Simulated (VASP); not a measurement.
Input of a VASP 6.6.1 run:

The input INCAR:

```
PREC = Accurate
ENCUT = 560
EDIFF = 1E-6
ISMEAR = 0
SIGMA = 0.15
LREAL = False
LASPH = True
NELM = 200
ALGO = Normal
ISIF = 2
LWAVE = False
LCHARG = False
ISPIN = 2
MAGMOM = 0.5 0.5
LORBIT = 11
NUPDOWN = 1.0
LMAXMIX = 4
NBANDS = 28
GGA_COMPAT = False
```

KPOINTS

```
regular mesh
0
Gamma
  21 21 12
```

File POSCAR:

```
Ir
1.0
    2.7052421934      0.0000000000      0.0000000000
   -1.3526210967      2.3428084629      0.0000000000
    0.0000000000      0.0000000000      4.3862377053
Ir
2
Direct
    0.6666666667      0.3333333333      0.7500000000
    0.3333333333      0.6666666667      0.2500000000
```

Potentials or basis: VASP PAW LDA potentials, release 64 (Ir_sv_GW).

Command:

```console
$ cat potpaw_LDA.64/Ir_sv_GW/POTCAR > POTCAR
$ mpirun -np 1 vasp_std > vasp.out
```

**Question.** Predict the pressure.

**Answer.** 1.9 GPa.

Stress tensor (GPa, compression positive):
```
2.13 0.00 0.00
0.00 2.13 0.00
0.00 0.00 1.51
```

Caveat: the total moment is fixed, so each spin has its own Fermi level and the state may be an excited one.
